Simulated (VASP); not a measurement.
# Mo (P6_3/mmc) in VASP: a series of runs

Runs on Mo. Level: PBEsol. Tasks: single point.

Program: VASP 6.6.1. These are calculated values, not measurements. Logs are shortened: lines on timing, memory, paths and dates and some standing lists are left out, and cuts for length are marked.

**1. The cell of the first run**

It takes space group P6_3/mmc (No. 194, hexagonal). Conventional cell: a = 2.734 Å, b = 2.734 Å, c = 4.823 Å, α = 90.00°, β = 90.00°, γ = 120.00°. Mo (site symmetry -6m2) has 12 Mo at 2.73 to 2.88 Å within 3.6 Å.

This isn't the form of Mo at room conditions, which is bcc.

**2. Single point, PBEsol**

INCAR

```
PREC = Accurate
ENCUT = 520
EDIFF = 1E-6
ISMEAR = -1
SIGMA = 0.1
LREAL = False
LASPH = True
NELM = 100
ALGO = Normal
ISIF = 2
LWAVE = False
LCHARG = False
GGA = PS
NBANDS = 21
```

KPOINTS

```
Automatic mesh
0
Gamma
  13 13 7
```

POSCAR

```
Mo
1.0
    2.7341859947      0.0000000000      0.0000000000
   -1.3670929973      2.3678745300      0.0000000000
    0.0000000000      0.0000000000      4.8229152106
Mo
2
Direct
    0.3333333333      0.6666666667      0.2500000000
    0.6666666667      0.3333333333      0.7500000000
```

Potentials or basis: VASP PAW PBE potentials, release 64 (Mo_sv).

Started as:

```bash
$ cat potpaw_PBE.64/Mo_sv/POTCAR > POTCAR
$ mpirun -np 1 vasp_std > vasp.out
```

OUTCAR:

```text
PREC = Accurate
   ENCUT = 520
   EDIFF = 1E-6
   ISMEAR = -1
   LREAL = False
   LASPH = True
   NELM = 100
   ISIF = 2
   GGA = PS

 ion  position               nearest neighbor table
   1  0.333  0.667  0.250-   2 2.88   2 2.88   2 2.88   2 2.88   2 2.88   2 2.88
   2  0.667  0.333  0.750-   1 2.88   1 2.88   1 2.88   1 2.88   1 2.88   1 2.88

  LATTYP: Found a hexagonal cell.
 ALAT       =     2.7341859947
 C/A-ratio  =     1.7639309176

  Lattice vectors:

 A1 = (   2.7341859947,   0.0000000000,   0.0000000000)
 A2 = (  -1.3670929973,   2.3678745300,   0.0000000000)
 A3 = (   0.0000000000,   0.0000000000,   4.8229152106)

Analysis of symmetry for initial positions (statically):
=====================================================================
 Subroutine PRICEL returns:
 Original cell was already a primitive cell.

 Routine SETGRP: Setting up the symmetry group for a
 hexagonal supercell.

 Subroutine GETGRP returns: Found 24 space group operations
 (whereof 12 operations were pure point group operations)
 out of a pool of 24 trial point group operations.

The static configuration has the point symmetry D_3d.
 The point group associated with its full space group is D_6h.

Analysis of symmetry for dynamics (positions and initial velocities):
=====================================================================
 Subroutine PRICEL returns:
 Original cell was already a primitive cell.

 Routine SETGRP: Setting up the symmetry group for a
 hexagonal supercell.

 Subroutine GETGRP returns: Found 24 space group operations
 (whereof 12 operations were pure point group operations)
 out of a pool of 24 trial point group operations.

The dynamic configuration has the point symmetry D_3d.
 The point group associated with its full space group is D_6h.

 Subroutine INISYM returns: Found 24 space group operations
 (whereof 12 operations are pure point group operations),
 and found     1 'primitive' translations

----------------------------------------------------------------------------------------

                                     Primitive cell

  volume of cell :      31.2246

  direct lattice vectors                    reciprocal lattice vectors
     2.734185995  0.000000000  0.000000000     0.365739566  0.211159837  0.000000000
    -1.367092997  2.367874530  0.000000000     0.000000000  0.422319674  0.000000000
     0.000000000  0.000000000  4.822915211     0.000000000  0.000000000  0.207343475

  length of vectors
     2.734185995  2.734185995  4.822915211     0.422319674  0.422319674  0.207343475

  position of ions in fractional coordinates (direct lattice)
     0.333333333  0.666666667  0.250000000
     0.666666667  0.333333333  0.750000000

  ion indices of the primitive-cell ions
   primitive index   ion index
                 1           1
                 2           2

----------------------------------------------------------------------------------------

 KPOINTS: Automatic mesh

Automatic generation of k-mesh.
 Grid dimensions read from file:
 generate k-points for:   13   13    7

 Generating k-lattice:

  Cartesian coordinates                     Fractional coordinates (reciprocal lattice)
     0.028133813  0.016243064  0.000000000     0.076923077 -0.000000000  0.000000000
     0.000000000  0.032486129  0.000000000     0.000000000  0.076923077  0.000000000
     0.000000000  0.000000000  0.029620496     0.000000000  0.000000000  0.142857143

  Length of vectors
     0.032486129  0.032486129  0.029620496

  Shift w.r.t. Gamma in fractional coordinates (k-lattice)
     0.000000000  0.000000000  0.000000000

 Subroutine IBZKPT returns following result:
 ===========================================

 Found     84 irreducible k-points:

 Following reciprocal coordinates:
            Coordinates               Weight
  0.000000  0.000000  0.000000      1.000000
  0.076923  0.000000  0.000000      6.000000
  0.153846 -0.000000  0.000000      6.000000
  0.230769  0.000000  0.000000      6.000000
  0.307692 -0.000000  0.000000      6.000000
  0.384615  0.000000  0.000000      6.000000
[... 16 lines left out ...]
  0.076923  0.000000  0.142857     12.000000
  0.153846 -0.000000  0.142857     12.000000
 [... further k-points ...]
   k-points           NKPTS =     84   k-points in BZ     NKDIM =     84   number of bands    NBANDS=     21
   number of dos      NEDOS =    301   number of ions     NIONS =      2
   total plane-waves  NPLWV =  14400
   dimension x,y,z NGX =    20 NGY =   20 NGZ =   36
   dimension x,y,z NGXF=    40 NGYF=   40 NGZF=   72
   ions per type =               2
   NGX,Y,Z   is equivalent  to a cutoff of  12.16, 12.16, 12.41 a.u.
   NGXF,Y,Z  is equivalent  to a cutoff of  24.32, 24.32, 24.82 a.u.
 SYSTEM =  unknown system
   PREC   = accura    normal or accurate (medium, high low for compatibility)
   ISTART =      0    job   : 0-new  1-cont  2-samecut
   ICHARG =      2    charge: 1-file 2-atom 10-const
   ISPIN  =      1    spin polarized calculation?
   LNONCOLLINEAR =      F non collinear calculations
   LSORBIT =      F    spin-orbit coupling
   LASPH  =      T    aspherical Exc in radial PAW
   ENCUT  =  520.0 eV  38.22 Ry    6.18 a.u.   5.08  5.08  8.97*2*pi/ulx,y,z
   NELM   =    100;   NELMIN=  2; NELMDL= -5     # of ELM steps
   EDIFF  = 0.1E-05   stopping-criterion for ELM
   LREAL  =      F    real-space projection
   EDIFFG = 0.1E-04   stopping-criterion for IOM
   NSW    =      0    number of steps for IOM
   IBRION =     -1    ionic relax: 0-MD 1-quasi-New 2-CG
   NFREE  =      0    steps in history (QN), initial steepest desc. (CG)
   ISIF   =      2    stress and relaxation
   ISYM   =      2    0-nonsym 1-usesym 2-fastsym
   POTIM  = 0.5000    time-step for ionic-motion
   TEBEG  =    0.0;   TEEND  =   0.0 temperature during run
   PSTRESS=    0.0 pullay stress
   NELECT =      28.0000    total number of electrons
   NUPDOWN=      -1.0000    fix difference up-down
   EMIN   =  10.00;   EMAX   =-10.00  energy-range for DOS
   EFERMI =   0.00;   METHOD = LEGACY
   ISMEAR =    -1;   SIGMA  =   0.10  broadening in eV -4-tet -1-fermi 0-gaus
   EFERMI_NEDOS =   21; number of points for ismear=-14 and -15
   IALGO  =     38    algorithm
   IMIX   =      4    mixing-type and parameters
     AMIX     =   0.40;   BMIX     =  1.00
     AMIX_MAG =   1.60;   BMIX_MAG =  1.00
  volume/ion in A,a.u.               =      15.61       105.36
  Fermi-wavevector in a.u.,A,eV,Ry     =   1.578685  2.983281 33.909055  2.492245
  Thomas-Fermi vector in A             =   2.679178
   LORBIT       =      0    0 simple, 1 ext, 2 COOP (PROOUT), +10 PAW based schemes
   GGA     = PS    functional components
   LHFCALC =     F    Hartree Fock is set to
   AEXX    =    0.0000 exact exchange contribution
   IVDW    =     0    specifies the selected vdW correction
   LEPSILON=     F    determine dielectric tensor
   LRPA    =     F    only Hartree local field effects (RPA)
 non-spin polarized calculation
  energy-cutoff  :      520.00
  volume of cell :       31.22
 maximum number of plane-waves:       852
   NGX = 11   NGY = 11   NGZ = 17

 number of electron      28.0000000 magnetization

 Free energy of the ion-electron system (eV)
  ---------------------------------------------------
  ext. energy  EPLUGINS =         0.00000000
  ---------------------------------------------------
  free energy    TOTEN  =       -22.69881389 eV

  energy without entropy =      -22.60925363  energy(sigma->0) =      -22.65403376

 E-fermi :  12.1681     XC(G=0): -13.5139

 val. band max:       12.1633038551   @ k =   0.0769   0.0769   0.4286
 cond. band min:      12.1708122343   @ k =   0.3077  -0.0000   0.0000
 fundamental gap:      0.0075083792
 Fermi energy:        12.1681483179

 k-point     1 :       0.0000    0.0000    0.0000
  band No.  band energies     occupation
      1     -48.5704      2.00000
      2     -48.3860      2.00000
      3     -23.2234      2.00000
      4     -22.0343      2.00000
      5     -21.8934      2.00000
      6     -21.8934      2.00000
[... 13 lines left out ...]
     20      15.6789      0.00000
     21      22.2823      0.00000

 k-point     2 :       0.0769    0.0000    0.0000
  band No.  band energies     occupation
      1     -48.5555      2.00000
      2     -48.3758      2.00000
      3     -23.1967      2.00000
      4     -22.0380      2.00000
      5     -21.9757      2.00000
      6     -21.9161      2.00000
[... 13 lines left out ...]
     20      16.5172      0.00000
     21      22.2459      0.00000

 k-point     3 :       0.1538   -0.0000    0.0000
  band No.  band energies     occupation
      1     -48.5137      2.00000
      2     -48.3476      2.00000
      3     -23.1201      2.00000
      4     -22.2018      2.00000
      5     -22.0814      2.00000
      6     -22.0505      2.00000
[... 13 lines left out ...]
     20      18.0491      0.00000
     21      22.0992      0.00000

 k-point     4 :       0.2308    0.0000    0.0000
  band No.  band energies     occupation
      1     -48.4532      2.00000
      2     -48.3087      2.00000
      3     -23.0040      2.00000
      4     -22.5159      2.00000
      5     -22.3870      2.00000
      6     -22.0757      2.00000
[... 13 lines left out ...]
     20      19.6787      0.00000
     21      21.8409      0.00000

 k-point     5 :       0.3077   -0.0000    0.0000
  band No.  band energies     occupation
      1     -48.3860      2.00000
      2     -48.2692      2.00000
      3     -22.8649      2.00000
      4     -22.8426      2.00000
      5     -22.6985      2.00000
      6     -22.1463      2.00000
[... 13 lines left out ...]
     20      21.2061      0.00000
     21      21.5976      0.00000

 k-point     6 :       0.3846    0.0000    0.0000
  band No.  band energies     occupation
      1     -48.3263      2.00000
      2     -48.2396      2.00000
      3     -23.1080      2.00000
      4     -22.9485      2.00000
      5     -22.7267      2.00000
      6     -22.2155      2.00000
[... 13 lines left out ...]
     20      21.3924      0.00000
     21      22.4453      0.00000

 k-point     7 :       0.4615    0.0000    0.0000
  band No.  band energies     occupation
      1     -48.2892      2.00000
      2     -48.2259      2.00000
      3     -23.2556      2.00000
      4     -23.0867      2.00000
      5     -22.6280      2.00000
      6     -22.2539      2.00000
[... 13 lines left out ...]
     20      20.2134      0.00000
     21      23.1718      0.00000
[... 291 lines left out ...]
      1     -48.2479      2.00000
      2     -48.2180      2.00000
      3     -23.0727      2.00000
      4     -22.9123      2.00000
      5     -22.6244      2.00000
      6     -22.4994      2.00000
[... 13 lines left out ...]
     20      21.0522      0.00000
     21      22.2486      0.00000

 k-point    21 :       0.3077    0.3077    0.0000
  band No.  band energies     occupation
      1     -48.2372      2.00000
      2     -48.2194      2.00000
      3     -22.9749      2.00000
      4     -22.8452      2.00000
      5     -22.7266      2.00000
      6     -22.5744      2.00000
[... 13 lines left out ...]
     20      21.1040      0.00000
     21      21.4706      0.00000

 k-point    22 :       0.0000    0.0000    0.1429
  band No.  band energies     occupation
      1     -48.5614      2.00000
      2     -48.3953      2.00000
      3     -23.1677      2.00000
      4     -22.0968      2.00000
      5     -21.8875      2.00000
      6     -21.8875      2.00000
[... 13 lines left out ...]
     20      15.6512      0.00000
     21      22.9306      0.00000

 k-point    23 :       0.0769    0.0000    0.1429
  band No.  band energies     occupation
      1     -48.5467      2.00000
      2     -48.3848      2.00000
      3     -23.1432      2.00000
      4     -22.1037      2.00000
      5     -21.9687      2.00000
      6     -21.9098      2.00000
[... 13 lines left out ...]
     20      16.2906      0.00000
     21      22.9207      0.00000

 k-point    24 :       0.1538   -0.0000    0.1429
  band No.  band energies     occupation
      1     -48.5056      2.00000
      2     -48.3560      2.00000
      3     -23.0738      2.00000
      4     -22.1967      2.00000
      5     -22.1564      2.00000
      6     -22.0313      2.00000
[... 13 lines left out ...]
     20      17.5133      0.00000
     21      22.8694      0.00000

 [... further k-points ...]

------------------------ aborting loop because EDIFF is reached ----------------------------------------

  FORCE on cell =-STRESS in cart. coord.  units (eV):
  Direction    XX          YY          ZZ          XY          YZ          ZX
  --------------------------------------------------------------------------------------
  -------------------------------------------------------------------------------------
  Total        0.1063966      0.1063966      0.0824846      0.0000000     -0.0000000      0.0000000
  in kB        5.4593643      5.4593643      4.2324027      0.0000000     -0.0000000      0.0000000
  external PRESSURE =       5.0503771 kB  Pullay stress =       0.0000000 kB

 VOLUME and BASIS-vectors are now :
 -----------------------------------------------------------------------------
  energy-cutoff  :      520.00
  volume of cell :       31.22
      direct lattice vectors                 reciprocal lattice vectors
     2.734185995  0.000000000  0.000000000     0.365739566  0.211159837  0.000000000
    -1.367092997  2.367874530  0.000000000     0.000000000  0.422319674  0.000000000
     0.000000000  0.000000000  4.822915211     0.000000000  0.000000000  0.207343475

 POSITION                                       TOTAL-FORCE (eV/Angst)
 -----------------------------------------------------------------------------------
     -0.00000      1.57858      1.20573         0.000000     -0.000000      0.000000
      1.36709      0.78929      3.61719        -0.000000      0.000000      0.000000
 -----------------------------------------------------------------------------------
    total drift:                                0.000000     -0.000000      0.000000

  FREE ENERGIE OF THE ION-ELECTRON SYSTEM (eV)
  ---------------------------------------------------
  free  energy   TOTEN  =       -22.6988138903 eV

  energy  without entropy=      -22.6092536268  energy(sigma->0) =      -22.65403376
```

It took 51 s on 1 thread of Intel Xeon 8259CL, shared host; peak memory 0.17 GiB.

What came out:

- Free energy: -22.6988 eV
- Pressure: 0.5 GPa
- Band gap on the k mesh: zero (bands 14 and 15 overlap by 1.75 eV)

Caveat: the PAW data sets were made with another functional, which shifts forces and pressure a little.

**3. Single point, PBEsol (13.74 Å³/atom)**

This run uses another cell than the first one, of 13.74 Å³/atom.

INCAR is that of step 2.

KPOINTS

```
regular mesh
0
Gamma
  15 15 8
```

POSCAR

```
Mo
1.0
    2.6201266135      0.0000000000      0.0000000000
   -1.3100633068      2.2690962085      0.0000000000
    0.0000000000      0.0000000000      4.6217223418
Mo
2
Direct
    0.3333333333      0.6666666667      0.2500000000
    0.6666666667      0.3333333333      0.7500000000
```

Potentials or basis: VASP PAW PBE potentials, release 64 (Mo_sv).

Started as:

```bash
$ cat potpaw_PBE.64/Mo_sv/POTCAR > POTCAR
$ mpirun -np 1 vasp_std > vasp.out
```

Run time: 87 s. Hardware: 1 thread of Intel Xeon 8259CL, shared host; peak memory 0.18 GiB.

Results (log left out):

* Free energy: -22.2373 eV
* Pressure: 43.4 GPa
* Band gap on the k mesh: zero (bands 14 and 15 overlap by 2.38 eV)

Stress tensor (GPa, compression positive):
```
45.74  0.00  0.00
 0.00 45.74  0.00
 0.00  0.00 38.87
```

Levels at points of the mesh, in eV from the Fermi level:
```
           k point  band 12  band 13  band 14  band 15  band 16  band 17
(0.00, 0.00, 0.00)    -0.92    -0.92    -0.26    -0.26     1.22     1.64
(0.00, 0.00, 0.50)    -2.13    -0.88    -0.88    -0.88    -0.88     3.32
```

Caveat: the stress differs along the axes, from 39 to 46 GPa; the PAW data sets were made with another functional, which shifts forces and pressure a little.

(Part 1 of 3 ends here.)

The gap in the log of VASP goes by the Fermi energy; the results here count the filled bands.